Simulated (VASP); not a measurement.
# Rh (Fm-3m) in VASP: a series of runs

The runs below take Rh through single point, with PBEsol.

All numbers are computed with VASP 6.6.1; they aren't measurements. Logs are shortened: lines on timing, memory, paths and dates and some standing lists are left out, and cuts for length are marked.

### 1 The cell of the first run

It takes space group Fm-3m (No. 225, cubic). Conventional cell: a = 3.689 Å, b = 3.689 Å, c = 3.689 Å, α = 90.00°, β = 90.00°, γ = 90.00°. Within 3.4 Å of Rh (site symmetry m-3m) lie 12 Rh at 2.61 Å.

### 2 Single point, PBEsol (strain -0.030 along x and y, -0.030 along z)

The input, INCAR:

```
PREC = Accurate ; ENCUT = 520
EDIFF = 1E-6 ; ISMEAR = 0
SIGMA = 0.15 ; LREAL = False
LASPH = True ; NELM = 100
ALGO = Fast ; ISIF = 2
LWAVE = False ; LCHARG = False
GGA = PS ; NBANDS = 14
```

The input, KPOINTS:

```
regular mesh
0
Gamma
  22 22 22
```

The input, POSCAR:

```
Rh
1.0
    0.0000000000      1.8445035000      1.8445035000
    1.8445035000      0.0000000000      1.8445035000
    1.8445035000      1.8445035000      0.0000000000
Rh
1
Direct
    0.0000000000      0.0000000000      0.0000000000
```

Potentials or basis: VASP PAW PBE potentials, release 64 (Rh_pv).

On the command line:

```console
$ cat potpaw_PBE.64/Rh_pv/POTCAR > POTCAR
$ mpirun -np 1 vasp_std > vasp.out
```

OUTCAR:

```text
PREC = Accurate
   ENCUT = 520
   EDIFF = 1E-6
   ISMEAR = 0
   LREAL = False
   LASPH = True
   NELM = 100
   ISIF = 2
   GGA = PS

 ion  position               nearest neighbor table
   1  0.000  0.000  0.000-

  LATTYP: Found a face centered cubic cell.
 ALAT       =     3.6890070000

  Lattice vectors:

 A1 = (   0.0000000000,   1.8445035000,   1.8445035000)
 A2 = (   1.8445035000,   0.0000000000,   1.8445035000)
 A3 = (   1.8445035000,   1.8445035000,   0.0000000000)

Analysis of symmetry for initial positions (statically):
=====================================================================
 Subroutine PRICEL returns:
 Original cell was already a primitive cell.

 Routine SETGRP: Setting up the symmetry group for a
 face centered cubic supercell.

 Subroutine GETGRP returns: Found 48 space group operations
 (whereof 48 operations were pure point group operations)
 out of a pool of 48 trial point group operations.

The static configuration has the point symmetry O_h .

Analysis of symmetry for dynamics (positions and initial velocities):
=====================================================================
 Subroutine PRICEL returns:
 Original cell was already a primitive cell.

 Routine SETGRP: Setting up the symmetry group for a
 face centered cubic supercell.

 Subroutine GETGRP returns: Found 48 space group operations
 (whereof 48 operations were pure point group operations)
 out of a pool of 48 trial point group operations.

The dynamic configuration has the point symmetry O_h .

 Subroutine INISYM returns: Found 48 space group operations
 (whereof 48 operations are pure point group operations),
 and found     1 'primitive' translations

----------------------------------------------------------------------------------------

                                     Primitive cell

  volume of cell :      12.5507

  direct lattice vectors                    reciprocal lattice vectors
     0.000000000  1.844503500  1.844503500    -0.271075658  0.271075658  0.271075658
     1.844503500  0.000000000  1.844503500     0.271075658 -0.271075658  0.271075658
     1.844503500  1.844503500  0.000000000     0.271075658  0.271075658 -0.271075658

  length of vectors
     2.608521866  2.608521866  2.608521866     0.469516812  0.469516812  0.469516812

  position of ions in fractional coordinates (direct lattice)
     0.000000000  0.000000000  0.000000000

[... 82 lines left out ...]
   ISYM   =      2    0-nonsym 1-usesym 2-fastsym
   POTIM  = 0.5000    time-step for ionic-motion
   TEBEG  =    0.0;   TEEND  =   0.0 temperature during run
   PSTRESS=    0.0 pullay stress
   NELECT =      15.0000    total number of electrons
   NUPDOWN=      -1.0000    fix difference up-down
   EMIN   =  10.00;   EMAX   =-10.00  energy-range for DOS
   EFERMI =   0.00;   METHOD = LEGACY
   ISMEAR =     0;   SIGMA  =   0.15  broadening in eV -4-tet -1-fermi 0-gaus
   EFERMI_NEDOS =   21; number of points for ismear=-14 and -15
   IALGO  =     68    algorithm
   IMIX   =      4    mixing-type and parameters
     AMIX     =   0.40;   BMIX     =  1.00
     AMIX_MAG =   1.60;   BMIX_MAG =  1.00
  volume/ion in A,a.u.               =      12.55        84.70
  Fermi-wavevector in a.u.,A,eV,Ry     =   1.737330  3.283079 41.066698  3.018317
  Thomas-Fermi vector in A             =   2.810575
   LORBIT       =      0    0 simple, 1 ext, 2 COOP (PROOUT), +10 PAW based schemes
   GGA     = PS    functional components
   LHFCALC =     F    Hartree Fock is set to
   AEXX    =    0.0000 exact exchange contribution
   IVDW    =     0    specifies the selected vdW correction
   LEPSILON=     F    determine dielectric tensor
   LRPA    =     F    only Hartree local field effects (RPA)
 non-spin polarized calculation
 RMM-DIIS sequential band-by-band and
 Gauss-broadening in eV      SIGMA  =   0.15
  energy-cutoff  :      520.00
  volume of cell :       12.55
 maximum number of plane-waves:       349
   NGX =  9   NGY =  9   NGZ =  9

 number of electron      14.9999995 magnetization

 Free energy of the ion-electron system (eV)
  ---------------------------------------------------
  ext. energy  EPLUGINS =         0.00000000
  ---------------------------------------------------
  free energy    TOTEN  =        -8.07268200 eV

  energy without entropy =       -8.05971725  energy(sigma->0) =       -8.06619963

 E-fermi :  13.5117     XC(G=0): -14.8135

 val. band max:       13.5108565585   @ k =   0.3182   0.1818   0.0455
 cond. band min:      13.5133901423   @ k =   0.3636   0.0000   0.0000
 fundamental gap:      0.0025335838
 Fermi energy:        13.5117033789

 k-point     1 :       0.0000    0.0000    0.0000
  band No.  band energies     occupation
      1     -32.9803      2.00000
      2     -32.9803      2.00000
      3     -32.9803      2.00000
      4       4.7685      2.00000
      5       9.9478      2.00000
      6       9.9478      2.00000
      7       9.9478      2.00000
      8      12.3851      2.00000
      9      12.3851      2.00000
     10      29.3301      0.00000
     11      33.6186      0.00000
     12      35.3138      0.00000
     13      35.3138      0.00000
     14      35.3138      0.00000
[... 377 lines left out ...]
      1     -33.9712      2.00000
      2     -33.1326      2.00000
      3     -33.1169      2.00000
      4       6.6197      2.00000
      5       9.8046      2.00000
      6       9.9203      2.00000
      7      13.1315      1.99966
      8      14.0876      0.00000
      9      15.0749      0.00000
     10      23.2585      0.00000
     11      29.0615      0.00000
     12      33.6222      0.00000
     13      35.2507      0.00000
     14      35.7083      0.00000

 [... further k-points ...]

------------------------ aborting loop because EDIFF is reached ----------------------------------------

  FORCE on cell =-STRESS in cart. coord.  units (eV):
  Direction    XX          YY          ZZ          XY          YZ          ZX
  --------------------------------------------------------------------------------------
  -------------------------------------------------------------------------------------
  Total        2.0350691      2.0350691      2.0350691      0.0000000      0.0000000     -0.0000000
  in kB      259.7893216    259.7893216    259.7893216      0.0000000      0.0000000     -0.0000000
  external PRESSURE =     259.7893216 kB  Pullay stress =       0.0000000 kB

 VOLUME and BASIS-vectors are now :
 -----------------------------------------------------------------------------
  energy-cutoff  :      520.00
  volume of cell :       12.55
      direct lattice vectors                 reciprocal lattice vectors
     0.000000000  1.844503500  1.844503500    -0.271075658  0.271075658  0.271075658
     1.844503500  0.000000000  1.844503500     0.271075658 -0.271075658  0.271075658
     1.844503500  1.844503500  0.000000000     0.271075658  0.271075658 -0.271075658

 POSITION                                       TOTAL-FORCE (eV/Angst)
 -----------------------------------------------------------------------------------
      0.00000      0.00000      0.00000         0.000000      0.000000      0.000000
 -----------------------------------------------------------------------------------
    total drift:                                0.000000     -0.000000      0.000000

  FREE ENERGIE OF THE ION-ELECTRON SYSTEM (eV)
  ---------------------------------------------------
  free  energy   TOTEN  =        -8.0726820014 eV

  energy  without entropy=       -8.0597172510  energy(sigma->0) =       -8.06619963
```

OSZICAR:

```text
N       E                     dE             d eps       ncg     rms          rms(c)
DAV:   1     0.118116713604E+03    0.11812E+03   -0.86624E+03  9228   0.117E+03
DAV:   2    -0.716353871919E+01   -0.12528E+03   -0.11998E+03 10348   0.344E+02
DAV:   3    -0.867098468984E+01   -0.15074E+01   -0.15053E+01 10774   0.412E+01
DAV:   4    -0.867598563343E+01   -0.50009E-02   -0.50009E-02 10282   0.244E+00
DAV:   5    -0.867602487404E+01   -0.39241E-04   -0.39241E-04 10546   0.190E-01    0.139E+01
RMM:   6    -0.810796540852E+01    0.56806E+00   -0.81931E-01  9833   0.895E+00    0.497E+00
RMM:   7    -0.807780155498E+01    0.30164E-01   -0.49694E-02  9917   0.236E+00    0.193E+00
RMM:   8    -0.807315437286E+01    0.46472E-02   -0.91666E-03 10787   0.111E+00    0.352E-01
RMM:   9    -0.807266887912E+01    0.48549E-03   -0.98171E-04 11341   0.371E-01    0.173E-02
RMM:  10    -0.807268398917E+01   -0.15110E-04   -0.13168E-04 11344   0.148E-01    0.186E-02
RMM:  11    -0.807268189290E+01    0.20963E-05   -0.90433E-06 10949   0.381E-02    0.318E-03
RMM:  12    -0.807268200141E+01   -0.10850E-06   -0.19989E-06  8513   0.180E-02
   1 F= -.80726820E+01 E0= -.80661996E+01  d E =-.129648E-01
```

Run time: 28 s. Hardware: 1 thread of Intel Xeon Platinum 8488C (Sapphire Rapids), shared host; peak memory 0.16 GiB.

Results:

- Free energy: -8.0727 eV
- Pressure: 26.0 GPa

Levels at points of the mesh, in eV from the Fermi level:
```
           k point  band 5  band 6  band 7  band 8  band 9  band 10
(0.00, 0.00, 0.00)   -3.56   -3.56   -3.56   -1.13   -1.13    15.82
(0.50, 0.00, 0.00)   -3.66   -3.66    0.56    0.69    0.69     9.59
(0.50, 0.50, 0.00)   -6.86    0.66    1.17    1.17    3.32    13.45
```

Caveat: the cell differs from its parent crystal (strain -0.030 along x and y, -0.030 along z); the PAW data sets were made with another functional, which shifts forces and pressure a little.

### 3 Single point, PBEsol (strain +0.030 along x and y, +0.030 along z)

The input, INCAR:

```
PREC = Accurate ; ENCUT = 520
EDIFF = 1E-7 ; ISMEAR = 0
SIGMA = 0.15 ; LREAL = F
LASPH = T ; NELM = 80
ALGO = Fast ; ISIF = 2
LWAVE = F ; LCHARG = T
GGA = PS ; LELF = T
LVHAR = T ; NBANDS = 14
```

KPOINTS is that of step 2.

The input, POSCAR:

```
Rh
1.0
    0.0000000000      1.9585965000      1.9585965000
    1.9585965000      0.0000000000      1.9585965000
    1.9585965000      1.9585965000      0.0000000000
Rh
1
Direct
    0.0000000000      0.0000000000      0.0000000000
```

Potentials or basis: VASP PAW PBE potentials, release 64 (Rh_pv).

On the command line:

```console
$ cat potpaw_PBE.64/Rh_pv/POTCAR > POTCAR
$ mpirun -np 1 vasp_std > vasp.out
```

OUTCAR:

```text
PREC = Accurate
   ENCUT = 520
   EDIFF = 1E-7
   ISMEAR = 0
   LREAL = F
   LASPH = T
   NELM = 80
   ISIF = 2
   GGA = PS

 ion  position               nearest neighbor table
   1  0.000  0.000  0.000-

  LATTYP: Found a face centered cubic cell.
 ALAT       =     3.9171930000

  Lattice vectors:

 A1 = (   0.0000000000,   1.9585965000,   1.9585965000)
 A2 = (   1.9585965000,   0.0000000000,   1.9585965000)
 A3 = (   1.9585965000,   1.9585965000,   0.0000000000)

Analysis of symmetry for initial positions (statically):
=====================================================================
 Subroutine PRICEL returns:
 Original cell was already a primitive cell.

 Routine SETGRP: Setting up the symmetry group for a
 face centered cubic supercell.

 Subroutine GETGRP returns: Found 48 space group operations
 (whereof 48 operations were pure point group operations)
 out of a pool of 48 trial point group operations.

The static configuration has the point symmetry O_h .

Analysis of symmetry for dynamics (positions and initial velocities):
=====================================================================
 Subroutine PRICEL returns:
 Original cell was already a primitive cell.

 Routine SETGRP: Setting up the symmetry group for a
 face centered cubic supercell.

 Subroutine GETGRP returns: Found 48 space group operations
 (whereof 48 operations were pure point group operations)
 out of a pool of 48 trial point group operations.

The dynamic configuration has the point symmetry O_h .

 Subroutine INISYM returns: Found 48 space group operations
 (whereof 48 operations are pure point group operations),
 and found     1 'primitive' translations

----------------------------------------------------------------------------------------

                                     Primitive cell

  volume of cell :      15.0267

[... 113 lines left out ...]
   AEXX    =    0.0000 exact exchange contribution
   IVDW    =     0    specifies the selected vdW correction
   LEPSILON=     F    determine dielectric tensor
   LRPA    =     F    only Hartree local field effects (RPA)
 non-spin polarized calculation
 RMM-DIIS sequential band-by-band and
 Gauss-broadening in eV      SIGMA  =   0.15
  energy-cutoff  :      520.00
  volume of cell :       15.03
 maximum number of plane-waves:       419
 NGX is ok and might be reduce to    24
   NGX = 11   NGY = 11   NGZ = 11

 number of electron      15.0000001 magnetization

 Free energy of the ion-electron system (eV)
  ---------------------------------------------------
  ext. energy  EPLUGINS =         0.00000000
  ---------------------------------------------------
  free energy    TOTEN  =        -8.01922602 eV

  energy without entropy =       -8.00184854  energy(sigma->0) =       -8.01053728

 E-fermi :  10.1877     XC(G=0): -13.6531

 val. band max:       10.1854681605   @ k =   0.4091   0.1364   0.0455
 cond. band min:      10.1877853695   @ k =   0.3636   0.0000   0.0000
 fundamental gap:      0.0023172090
 Fermi energy:        10.1877161615

 k-point     1 :       0.0000    0.0000    0.0000
  band No.  band energies     occupation
      1     -35.9924      2.00000
      2     -35.9924      2.00000
      3     -35.9924      2.00000
      4       2.7881      2.00000
      5       7.4962      2.00000
      6       7.4962      2.00000
      7       7.4962      2.00000
      8       9.3311      2.00000
      9       9.3311      2.00000
     10      26.1545      0.00000
     11      30.8149      0.00000
     12      31.1066      0.00000
     13      31.1066      0.00000
     14      31.1066      0.00000
[... 377 lines left out ...]
      1     -36.5228      2.00000
      2     -36.0767      2.00000
      3     -36.0684      2.00000
      4       4.7992      2.00000
      5       7.4086      2.00000
      6       7.4947      2.00000
      7       9.9929      1.93369
      8      10.6030      0.00009
      9      11.5717      0.00000
     10      18.0963      0.00000
     11      25.7402      0.00000
     12      30.2116      0.00000
     13      30.6728      0.00000
     14      30.8190      0.00000

 [... further k-points ...]

------------------------ aborting loop because EDIFF is reached ----------------------------------------

  FORCE on cell =-STRESS in cart. coord.  units (eV):
  Direction    XX          YY          ZZ          XY          YZ          ZX
  --------------------------------------------------------------------------------------
  -------------------------------------------------------------------------------------
  Total       -2.2424737     -2.2424737     -2.2424737      0.0000000     -0.0000000      0.0000000
  in kB     -239.0963913   -239.0963913   -239.0963913      0.0000000     -0.0000000      0.0000000
  external PRESSURE =    -239.0963913 kB  Pullay stress =       0.0000000 kB

 VOLUME and BASIS-vectors are now :
 -----------------------------------------------------------------------------
  energy-cutoff  :      520.00
  volume of cell :       15.03
      direct lattice vectors                 reciprocal lattice vectors
     0.000000000  1.958596500  1.958596500    -0.255284843  0.255284843  0.255284843
     1.958596500  0.000000000  1.958596500     0.255284843 -0.255284843  0.255284843
     1.958596500  1.958596500  0.000000000     0.255284843  0.255284843 -0.255284843

 POSITION                                       TOTAL-FORCE (eV/Angst)
 -----------------------------------------------------------------------------------
      0.00000      0.00000      0.00000         0.000000      0.000000      0.000000
 -----------------------------------------------------------------------------------
    total drift:                                0.000000      0.000000      0.000000

  FREE ENERGIE OF THE ION-ELECTRON SYSTEM (eV)
  ---------------------------------------------------
  free  energy   TOTEN  =        -8.0192260162 eV

  energy  without entropy=       -8.0018485395  energy(sigma->0) =       -8.01053728
```

stdout:

```text
POSCAR found type information on POSCAR Rh
 POSCAR found :  1 types and       1 ions
 scaLAPACK will be used
 -----------------------------------------------------------------------------
|                                                                             |
|                                                                             |
|     You enforced a specific xc type in the INCAR file but a different       |
|     I HOPE YOU KNOW WHAT YOU ARE DOING!                                     |
|                                                                             |
 -----------------------------------------------------------------------------

 LDA part: xc-table for (Slater+PW92), standard interpolation
 POSCAR, INCAR and KPOINTS ok, starting setup
 FFT: planning ... GRIDC
 FFT: planning ... GRID_SOFT
 FFT: planning ... GRID
 WAVECAR not read
 entering main loop
WARNING in EDDRMM: call to ZHEGV failed, returncode =   6  3     13
WARNING in EDDRMM: call to ZHEGV failed, returncode =   8  4     14
WARNING in EDDRMM: call to ZHEGV failed, returncode =   8  4     13
```

Wall time 36 s (1 thread of Intel Xeon Platinum 8488C (Sapphire Rapids), shared host); peak memory 0.18 GiB.

What came out:

* Free energy: -8.0192 eV
* Pressure: -23.9 GPa

Caveat: the cell differs from its parent crystal (strain +0.030 along x and y, +0.030 along z); the PAW data sets were made with another functional, which shifts forces and pressure a little.
